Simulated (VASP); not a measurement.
Set up this calculation in VASP 6.6.1, as the native input.

| Property | Result |
| --- | --- |
| Task | relaxation of cell and atoms |
| Functional | PBE |
| Potentials or basis | VASP PAW PBE potentials, release 64 (Nb_sv, C) |
| Cutoff | 600 eV |
| k mesh | 12 × 12 × 6 |
| Occupations | gaussian, width 0.1 eV |
| Spin | no spin polarisation |
| Dipole correction | no |
| Further INCAR settings | ALGO = Normal; EDIFF = 1e-07; IBRION = 2; EDIFFG = -0.01; NSW = 100; ISIF = 3 |

The structure of Nb2C3 lies in POSCAR:

```
Nb2C3
1.0
    3.3174385789      0.0000000000      0.0000000000
    0.0000000000      3.3174385789      0.0000000000
    0.0000000000      0.0000000000      6.8320680131
Nb C
2 3
Direct
    0.5000000000      0.5000000000      0.7929588344
    0.5000000000      0.5000000000      0.2070411656
    0.5000000000      0.5000000000      0.5000000000
    0.0000000000      0.5000000000      0.0000000000
    0.5000000000      0.0000000000      0.0000000000
```

The cell was built from a structure type or drawn by symmetry, and may not be a known phase.

These files were run (other wordings do the same):

INCAR

```
PREC = Accurate ; ENCUT = 600
EDIFF = 1E-7 ; ISMEAR = 0
SIGMA = 0.1 ; LREAL = F
LASPH = T ; NELM = 80
ALGO = Normal ; ISIF = 3
LWAVE = F ; LCHARG = F
GGA = PE ; IBRION = 2
NSW = 100 ; EDIFFG = -0.01
```

KPOINTS

```
regular mesh
0
Gamma
  12 12 6
```

Potentials or basis: VASP PAW PBE potentials, release 64 (Nb_sv, C).

Command:

```console
$ cat potpaw_PBE.64/Nb_sv/POTCAR potpaw_PBE.64/C/POTCAR > POTCAR
$ mpirun -np 1 vasp_std > vasp.out
```

Results of the run:

The relaxed volume is 14.69 Å³/atom. The relaxed cell is a = 3.256 Å, b = 3.256 Å, c = 6.929 Å, α = 90.00°, β = 90.00°, γ = 90.00°, the space group after relaxing (to 0.1 Å) is P4/mmm (No. 123) and the energy gained by relaxing is 1.0 meV/atom. The ionic steps are 13, the pressure after relaxing is 0.0 GPa and the largest force after relaxing is 0.004 eV/Å. The band gap on the k mesh is zero (bands 19 and 20 overlap by 1.07 eV).

Wall time 35 min on 1 thread of Intel(R) Xeon(R) Platinum 8259CL CPU @ 2.50GHz (Skylake/Cascade Lake) (shared host), peak memory 0.36 GiB.
